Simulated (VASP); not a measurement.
Set up this calculation in VASP 6.6.1, as the native input.

```yaml
Task: single point
Functional: LDA
Potentials_or_basis: VASP PAW LDA potentials, release 64 (P, B)
Cutoff: 520 eV
k_mesh: 10 × 10 × 10
Occupations: fermi-dirac, width 0.05 eV
Spin: no spin polarisation
Dipole_correction: no
Further_INCAR_settings: ALGO = Normal; EDIFF = 1e-06; NBANDS = 11
```

The structure of BP lies in POSCAR:

```
BP
1.0
    0.0000000000      2.2453968596      2.2453968596
    2.2453968596      0.0000000000      2.2453968596
    2.2453968596      2.2453968596      0.0000000000
P B
1 1
Direct
    0.7500000000      0.7500000000      0.7500000000
    0.0000000000      0.0000000000      0.0000000000
```

The input as run:

INCAR

```
PREC = Accurate ; ENCUT = 520
EDIFF = 1E-6 ; ISMEAR = -1
SIGMA = 0.05 ; LREAL = F
LASPH = T ; NELM = 60
ALGO = Normal ; ISIF = 2
LWAVE = F ; LCHARG = F
NBANDS = 11
```

KPOINTS

```
Automatic mesh
0
Gamma
  10 10 10
```

Potentials or basis: VASP PAW LDA potentials, release 64 (P, B).

Command:

```bash
$ cat potpaw_LDA.64/P/POTCAR potpaw_LDA.64/B/POTCAR > POTCAR
$ mpirun -np 1 vasp_std > vasp.out
```

Results of the run:

- Pressure: -0.2 GPa
- Band gap on the k mesh: 1.15 eV, indirect (least direct gap 3.43 eV)

It took 4.1 s on 1 thread of Intel Xeon 6975P-C, with other jobs on the host, peak memory 0.13 GiB.
